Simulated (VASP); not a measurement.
Input of a VASP 6.6.1 run:

The input POSCAR:

```
Rb2Cl6F
1.0
    0.0000000000      4.8142251808      4.8142251808
    4.8142251808      0.0000000000      4.8142251808
    4.8142251808      4.8142251808      0.0000000000
F Rb Cl
1 2 6
Direct
    0.0000000000      0.0000000000      0.0000000000
    0.2500000000      0.2500000000      0.2500000000
    0.7500000000      0.7500000000      0.7500000000
    0.2545656752      0.7454343248      0.7454343248
    0.7454343248      0.2545656752      0.7454343248
    0.7454343248      0.2545656752      0.2545656752
    0.2545656752      0.7454343248      0.2545656752
    0.7454343248      0.7454343248      0.2545656752
    0.2545656752      0.2545656752      0.7454343248
```

Contents of INCAR.step1:

```
PREC = Accurate ; ENCUT = 520
ISMEAR = 0 ; SIGMA = 0.1618
LREAL = False ; LASPH = True
NELM = 60 ; NBANDS = 44
GGA = PE ; ALGO = Normal
EDIFF = 1E-4 ; LWAVE = True
LCHARG = False
```

Contents of INCAR.step2:

```
PREC = Accurate ; ENCUT = 520
EDIFF = 1E-6 ; ISMEAR = 0
SIGMA = 0.1618 ; LREAL = False
LASPH = True ; NELM = 60
ALGO = Normal ; ISIF = 2
LWAVE = False ; LCHARG = False
METAGGA = R2SCAN ; LMIXTAU = True
NBANDS = 44 ; ISTART = 1
```

Contents of KPOINTS:

```
Automatic mesh
0
Gamma
  6 6 6
```

Potentials or basis: VASP PAW PBE potentials, release 64 (F, Rb_sv, Cl).

The run is started by

```sh
$ cat potpaw_PBE.64/F/POTCAR potpaw_PBE.64/Rb_sv/POTCAR potpaw_PBE.64/Cl/POTCAR > POTCAR
$ cp INCAR.step1 INCAR
$ mpirun -np 1 vasp_std > vasp.out
$ cp INCAR.step2 INCAR
$ mpirun -np 1 vasp_std > vasp.out
```

Task: Predict the pressure.

Result: -0.1 GPa.

Task: Estimate the band gap on the k mesh.

Result: Zero (an odd number of electrons rules out a gap without spin polarisation).

Task: What does it give for the largest force?

Result: 0.007 eV/Å.

Forces on the atoms (eV/Å):
```
F    0.000  0.000  0.000
Rb   0.000  0.000  0.000
Rb   0.000  0.000  0.000
Cl   0.007  0.000  0.000
Cl   0.000  0.007  0.000
Cl  -0.007  0.000  0.000
Cl   0.000 -0.007  0.000
Cl   0.000  0.000  0.007
Cl   0.000  0.000 -0.007
```

Caveat: the PAW data sets were made with another functional, which shifts forces and pressure a little; an odd number of electrons without spin polarisation forces a metal; a magnetic or distorted state may lie lower.
